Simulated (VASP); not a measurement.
Wanted: the native input for a VASP 6.6.1 run.

* Task: single point
* Functional: LDA
* Potentials or basis: VASP PAW LDA potentials, release 64 (Al, Ir)
* Cutoff: 520 eV
* k mesh: 14 × 14 × 14
* Occupations: fermi-dirac, width 0.1 eV
* Spin: no spin polarisation
* Dipole correction: no
* Further INCAR settings: ALGO = Normal; EDIFF = 1e-06; NBANDS = 13

The structure of AlIr lies in POSCAR:

```
AlIr
1.0
    2.9697314271      0.0000000000      0.0000000000
    0.0000000000      2.9697314271      0.0000000000
    0.0000000000      0.0000000000      2.9697314271
Al Ir
1 1
Direct
    0.0000000000      0.0000000000      0.0000000000
    0.5000000000      0.5000000000      0.5000000000
```

One way to write it, as run:

INCAR

```
SYSTEM = AlIr
PREC = Accurate
ENCUT = 520
EDIFF = 1E-6
ISMEAR = -1
SIGMA = 0.1
LREAL = .FALSE.
LASPH = .TRUE.
NELM = 100
ALGO = Normal
ISIF = 2
LWAVE = .FALSE.
LCHARG = .FALSE.
GGA = CA
NBANDS = 13
```

KPOINTS

```
Automatic mesh
0
G
  14 14 14
  0 0 0
```

Potentials or basis: VASP PAW LDA potentials, release 64 (Al, Ir).

Command:

```bash
$ cat potpaw_LDA.64/Al/POTCAR potpaw_LDA.64/Ir/POTCAR > POTCAR
$ mpirun -np 1 vasp_std > vasp.out
```

It gave:

```
Pressure               : 1.2 GPa
Band gap on the k mesh : zero (band 6 reaches 12.35 eV, above the bottom of band 7 at 10.83 eV)
```

Caveat: spin-orbit coupling is left out, which moves the levels of the heavy elements.

It took 21 s on 1 thread of AMD EPYC 7R43 64-Core Processor (Zen 3), with other jobs on the host, peak memory 0.12 GiB.
